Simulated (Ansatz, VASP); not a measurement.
One calculation of KI, two programs

Contents of POSCAR:

```
KI
1.0
    0.0000000000      3.5561715428      3.5561715428
    3.5561715428      0.0000000000      3.5561715428
    3.5561715428      3.5561715428      0.0000000000
I K
1 1
Direct
    0.5000000000      0.5000000000      0.5000000000
    0.0000000000      0.0000000000      0.0000000000
```

Contents of INCAR.step1:

```
PREC = Accurate
ENCUT = 520
EDIFF = 1E-5
ISMEAR = -1
SIGMA = 0.05
LREAL = F
LASPH = T
NELM = 80
ALGO = Normal
ISIF = 2
LWAVE = T
NBANDS = 15
GGA = PE
```

Contents of INCAR.step2:

```
PREC = Accurate
ENCUT = 520
EDIFF = 1E-6
ISMEAR = -1
SIGMA = 0.05
LREAL = F
LASPH = T
NELM = 80
ALGO = Normal
ISIF = 2
LWAVE = F
LCHARG = T
GGA = PE
LHFCALC = T
AEXX = 0.25
PRECFOCK = Normal
LELF = T
LVHAR = T
NBANDS = 15
ISTART = 1
```

The input KPOINTS:

```
Automatic mesh
0
Gamma
  4 4 4
```

File input:

```
crystal:
  lattice:
    - [0.0, 3.5561715428, 3.5561715428]
    - [3.5561715428, 0.0, 3.5561715428]
    - [3.5561715428, 3.5561715428, 0.0]
  atoms:
    - { symbol: I, position: [0.5, 0.5, 0.5] }
    - { symbol: K, position: [0.0, 0.0, 0.0] }
hamiltonian:
  xc: pbe0
  pseudopotentials: { kind: paw }
kpoints:
  mp_grid: { grid: [4, 4, 4] }
scf:
  occupations: { method: fermi_dirac, width: 0.05 }
output:
  forces: true
  stress: true
  eigenvalues: true
  write_density: true
  write_potential: true
  elf: true
  volumetric_format: npy
```

Alike in both runs: task single point; functional PBE0; k mesh 4 × 4 × 4; occupations fermi-dirac, width 0.05 eV; no spin polarisation.

```csv
,VASP,Ansatz
version,VASP 6.6.1,Ansatz 0.2.0
potentials or method,"VASP PAW PBE potentials, release 64 (I, K_sv)",Ansatz PAW
plane-wave cutoff (eV),520,420
valence electrons in the cell,16,26
```

```csv
,VASP,Ansatz,Ansatz less VASP
gap on the k mesh at the Fermi level (eV),5.61,5.61,-0.008
least direct gap on the mesh (eV),5.61,5.61,-0.008
pressure (GPa),0.1,0.1,+0.02
```

VASP's potentials hold 16 valence electrons a cell and Ansatz's 26, so a difference there can come from the potentials and not from the codes.

Spin-orbit coupling is off throughout.
